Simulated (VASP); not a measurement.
Input of a VASP 6.6.1 run:

The input INCAR:

```
SYSTEM = ZnSe
  ALGO = Normal
  EDIFF = 1E-8
  ENCUT = 520
  ISIF = 2
  ISMEAR = 0
  LASPH = .True.
  LCALCEPS = .True.
  LCHARG = .False.
  LMIXTAU = .True.
  LREAL = .False.
  LWAVE = .False.
  METAGGA = R2SCAN
  NELM = 100
  PREC = Accurate
  SIGMA = 0.01
```

File KPOINTS:

```
k-points
0
Gamma
  6 6 6
  0 0 0
```

The input POSCAR:

```
ZnSe
1.0
    0.0000000000      2.8324206844      2.8324206844
    2.8324206844      0.0000000000      2.8324206844
    2.8324206844      2.8324206844      0.0000000000
Zn Se
1 1
Direct
    0.0000000000      0.0000000000      0.0000000000
    0.2500000000      0.2500000000      0.2500000000
```

Potentials or basis: VASP PAW PBE potentials, release 64 (Zn, Se).

Run with:

```bash
$ cat potpaw_PBE.64/Zn/POTCAR potpaw_PBE.64/Se/POTCAR > POTCAR
$ mpirun -np 1 vasp_std > vasp.out
```

What does it give for the electronic dielectric tensor (diagonal)?

6.24.

Estimate the Born charges (mean of the diagonal).

Zn +2.05; Se -2.05 e.

Estimate the band gap on the k mesh.

1.87 eV.

Dipole moments of the cell (e·Å, modulo the quantum): ionic 8.497, 8.497, 8.497; electronic 0.011, 0.011, 0.024
